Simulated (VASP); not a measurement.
The system is ScBr.

```
CELL_PARAMETERS angstrom
0.00000 2.89392 2.89392
2.89392 0.00000 2.89392
2.89392 2.89392 0.00000
ATOMIC_POSITIONS crystal
Br 0.50000 0.50000 0.50000
Sc 0.00000 0.00000 0.00000
```

| Property | Result |
| --- | --- |
| Program | VASP 6.6.1 |
| Task | relaxation of cell and atoms |
| Functional | PBEsol |
| Potentials or basis | VASP PAW PBE potentials, release 64 (Br, Sc_sv) |
| Cutoff | 500 eV |
| k mesh | 5 × 5 × 5 |
| Occupations | gaussian, width 0.0356 eV |
| Spin | no spin polarisation |

At the start: pressure -6.9 GPa; volume 24.24 Å³/atom.

How do energy, volume and symmetry change on relaxing?

Over 3 steps the energy falls by 88.1 meV/atom and the volume is 20.73 Å³/atom (-14.5 %); space group Fm-3m (No. 225, to 0.1 Å) before and after.

Step by step:
```csv
step,energy change (eV),largest force (eV/Å),pressure (GPa),volume (Å³)
1,0.0000,0.0000,-6.87,48.47
2,-0.1762,0.0000,-0.13,41.55
3,-0.1763,0.0000,-0.01,41.46
```

Final structure:
```xyz
2
Lattice="0.0000 2.7471 2.7471 2.7471 0.0000 2.7471 2.7471 2.7471 0.0000" Properties=species:S:1:pos:R:3 pbc="T T T"
Br    2.7471    2.7471    2.7471
Sc    0.0000    0.0000    0.0000
```

Caveat: the k points lie up to 0.40 Å⁻¹ apart in the final cell; the highest band is partly filled, so the run has too few bands; the PAW data sets were made with another functional, which shifts forces and pressure a little.
